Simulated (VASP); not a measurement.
The system is Zn.

```xyz
1
Lattice="-1.5690 1.5690 1.5690 1.5690 -1.5690 1.5690 1.5690 1.5690 -1.5690" Properties=species:S:1:pos:R:3 pbc="T T T"
Zn    0.0000    0.0000    0.0000
```

| Quantity | Value |
| --- | --- |
| Program | VASP 6.6.1 |
| Task | relaxation of cell and atoms |
| Functional | HF |
| Potentials or basis | VASP PAW PBE potentials, release 64 (Zn) |
| Cutoff | 600 eV |
| k mesh | 6 × 6 × 6 |
| Occupations | fermi-dirac, width 0.05 eV |
| Spin | no spin polarisation |

At the start: pressure 12.1 GPa; volume 15.45 Å³/atom.

Task: Where does the relaxation end?

Result: Over 3 steps the energy falls by 97.1 meV/atom and the volume is 18.39 Å³/atom (+19.0 %); space group Im-3m (No. 229, to 0.05 Å).

Step by step:
| step | energy change (eV) | largest force (eV/Å) | pressure (GPa) | volume (Å³) |
| --- | --- | --- | --- | --- |
| 1 | 0.0000 | 0.0000 | 12.13 | 15.45 |
| 2 | -0.0968 | 0.0000 | 0.46 | 18.22 |
| 3 | -0.0971 | 0.0000 | 0.03 | 18.39 |

Final structure:
```
Zn
1.0
    -1.66290    1.66290    1.66290
     1.66290   -1.66290    1.66290
     1.66290    1.66290   -1.66290
Zn
1
Direct
  0.00000 0.00000 0.00000
```

Caveat: the k points lie up to 0.45 Å⁻¹ apart in the final cell; the volume moved by over 15 % at a fixed basis, so the end points are rough; the PAW data sets were made with another functional, which shifts forces and pressure a little.
